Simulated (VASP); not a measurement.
Runs of VASP 6.6.1 on BN. Symmetry: P6_3mc, No. 186, hexagonal system. The conventional cell has a = 2.536 Å, b = 2.536 Å, c = 4.199 Å, α = 90.00°, β = 90.00°, γ = 120.00°. Within 2.1 Å of B (site symmetry 3m) lie 4 N at 1.56 to 1.57 Å. Within 2.1 Å of N (site symmetry 3m) lie 4 B at 1.56 to 1.57 Å. 

```csv
k mesh,gap on the mesh (eV),pressure (GPa),largest force (eV/Å)
10 × 10 × 5,(b),8.0,0.06
3 × 3 × 2,(c),9.9,0.18
8 × 8 × 4,5.52,8.0,0.06
5 × 5 × 3,6.00,8.1,(a)
```

Alike in all rows: task single point; level PBE; potentials or basis VASP PAW PBE potentials, release 64 (B, N); no spin polarisation; cell as given; cutoff (eV) 600; smearing gaussian 0.01 eV.

Task: Estimate the missing entries.

Result: (a) 0.04; (b) 5.40; (c) 5.15.

Caveats: some runs use coarse meshes.

A k mesh can miss the band edges.
